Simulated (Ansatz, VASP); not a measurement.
# TaN: VASP beside Ansatz

```xyz
2
Lattice="0.0000 2.3109 2.3109 2.1878 0.1231 2.1878 2.1878 2.1878 0.1231" Properties=species:S:1:pos:R:3 pbc="T T T"
Ta    2.1878    2.3109    2.3109
N     0.0000    0.0000    0.0000
```

Change from the starting cell: strain +0.1125 x Voigt [0, 0, 0, 1, 0, 0], atoms carried along.

Alike in both runs: task single point; functional PBEsol; k mesh 24 × 24 × 24; occupations gaussian, width 0.15 eV; no spin polarisation.

|  | VASP | Ansatz |
| --- | --- | --- |
| version | VASP 6.6.1 | Ansatz 0.2.0 |
| potentials or method | VASP PAW PBE potentials, release 64 (Ta_sv_GW, N), cutoff 600 eV | scalar-relativistic, plane waves, PAW |
| valence electrons in the cell | 18 | 18 |

VASP gave:

| Property | Result |
| --- | --- |
| gap on the k mesh at the Fermi level (eV) | none |
| pressure (GPa) | 1.7 |
| traceless stress, the component that is largest in VASP (GPa) | -6.74 |

Problem. Estimate Ansatz's values.

Solution. gap on the k mesh at the Fermi level (eV): none; pressure (GPa): 1.6; traceless stress, the component that is largest in VASP (GPa): -6.76.

VASP's potentials were made for PBE, not for PBEsol. A gap of «none» marks a metal or a gap that the smearing closes.

Spin-orbit coupling is off throughout.
